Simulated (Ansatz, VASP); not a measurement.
AgCl in VASP and in Ansatz

The input INCAR:

```
PREC = Accurate ; ENCUT = 520
EDIFF = 1E-6 ; ISMEAR = 0
SIGMA = 0.05 ; LREAL = False
LASPH = True ; NELM = 100
ALGO = Normal ; ISIF = 2
LWAVE = False ; LCHARG = False
GGA = PS ; NBANDS = 26
```

File KPOINTS:

```
Automatic mesh
0
Gamma
  10 10 6
```

The input POSCAR:

```
AgCl
1.0
    3.0979780550      0.0000000000      0.0000000000
    0.0000000000      3.3311591989      0.0000000000
    0.0000000000      0.0000000000      6.6623183978
Ag Cl
2 2
Direct
    0.0000000000      0.0000000000      0.0000000000
    0.0000000000      0.0000000000      0.5000000000
    0.5000000000      0.5000000000      0.2500000000
    0.5000000000      0.5000000000      0.7500000000
```

Input for Ansatz:

```yaml
crystal:
  lattice:
    - [3.097978055, 0.0, 0.0]
    - [0.0, 3.3311591989, 0.0]
    - [0.0, 0.0, 6.6623183978]
  atoms:
    - { symbol: Ag, position: [0.0, 0.0, 0.0] }
    - { symbol: Ag, position: [0.0, 0.0, 0.5] }
    - { symbol: Cl, position: [0.5, 0.5, 0.25] }
    - { symbol: Cl, position: [0.5, 0.5, 0.75] }
basis:
  ecutwfc: 420
kpoints:
  mp_grid: { grid: [10, 10, 6] }
hamiltonian:
  xc: pbesol
scf:
  occupations: { method: gaussian, width: 0.05 }
output:
  forces: true
  stress: true
  eigenvalues: true
```

Change from the starting cell: mode 1 frozen in at +0.000 Å, normal strain along x -0.0700.

Alike in both runs: task single point; functional PBEsol; k mesh 10 × 10 × 6; occupations gaussian, width 0.05 eV; no spin polarisation.

|  | VASP | Ansatz |
| --- | --- | --- |
| version | VASP 6.6.1 | Ansatz 0.2.0 |
| potentials or method | VASP PAW PBE potentials, release 64 (Ag, Cl), cutoff 520 eV | scalar-relativistic, plane waves, PAW |
| valence electrons in the cell | 36 | 52 |

```tsv
	VASP	Ansatz	Ansatz less VASP
gap on the k mesh at the Fermi level (eV)	0.34	0.34	-0.002
least direct gap on the mesh (eV)	0.34	0.34	-0.002
pressure (GPa)	5.7	5.8	+0.15
traceless stress, the component that is largest in VASP (GPa)	3.44	3.43	-0.004
```

VASP's potentials were made for PBE, not for PBEsol. VASP's potentials hold 36 valence electrons a cell and Ansatz's 52, so a difference there can come from the potentials and not from the codes.
